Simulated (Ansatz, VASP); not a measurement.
MgS: VASP beside Ansatz

File INCAR:

```
SYSTEM = MgS
ALGO = Normal
EDIFF = 1E-6
ENCUT = 520
GGA = PE
ISIF = 2
ISMEAR = -1
LASPH = .True.
LCHARG = .False.
LREAL = .False.
LWAVE = .False.
NBANDS = 11
NELM = 100
PREC = Accurate
SIGMA = 0.01
```

The input KPOINTS:

```
k-points
0
Gamma
  8 8 8
  0 0 0
```

POSCAR

```
MgS
1.0
   -0.0260165000      2.5886417500      2.5886417500
    2.5886417500     -0.0260165000      2.5886417500
    2.5886417500      2.5886417500     -0.0260165000
Mg S
1 1
Direct
    0.0000000000      0.0000000000      0.0000000000
    0.5000000000      0.5000000000      0.5000000000
```

Input for Ansatz:

```yaml
crystal:
  lattice:
    - [-0.0260165, 2.58864175, 2.58864175]
    - [2.58864175, -0.0260165, 2.58864175]
    - [2.58864175, 2.58864175, -0.0260165]
  atoms:
    - { symbol: Mg, position: [0.0, 0.0, 0.0] }
    - { symbol: S, position: [0.5, 0.5, 0.5] }
kpoints:
  mp_grid: { grid: [8, 8, 8] }
  band_path:
    path:
      - [0.0, 0.0, 0.0]
      - [0.5, 0.5, 0.5]
      - [0.2525443832, 0.5, 0.7474556168]
      - [-0.2525443832, 0.2525443832, 0.5]
      - [0.0, 0.0, 0.5]
      - [0.0, 0.0, 0.0]
      - [-0.3762721916, 0.0, 0.3762721916]
      - [0.0, 0.3762721916, 0.6237278084]
      - [0.0, 0.5, 0.5]
    npoints: 5
scf:
  occupations: { method: fermi_dirac, width: 0.01 }
hamiltonian:
  xc: pbe
  pseudopotentials: { kind: all_electron, lapw: { basis_error: 0.00025 } }
output:
  forces: true
  stress: true
  eigenvalues: true
```

Change from the starting cell: equal xy, yz and zx shear strains of -1 %.

Alike in both runs: task single point; functional PBE; k mesh 8 × 8 × 8; occupations fermi-dirac, width 0.01 eV; no spin polarisation.

|  | VASP | Ansatz |
| --- | --- | --- |
| version | VASP 6.6.1 | Ansatz 0.2.0 |
| potentials or method | VASP PAW PBE potentials, release 64 (Mg, S), cutoff 520 eV | all-electron LAPW, scalar-relativistic |

Ansatz gave:

| Property | Result |
| --- | --- |
| gap on the k mesh at the Fermi level (eV) | 2.69 |
| pressure (GPa) | 1.2 |
| traceless stress, the component that is largest in VASP (GPa) | 0.54 |

Q: Estimate VASP's values.

A: gap on the k mesh at the Fermi level (eV): 2.68; pressure (GPa): 0.9; traceless stress, the component that is largest in VASP (GPa): 0.54.

Ansatz ran all-electron here, and VASP with PAW potentials.
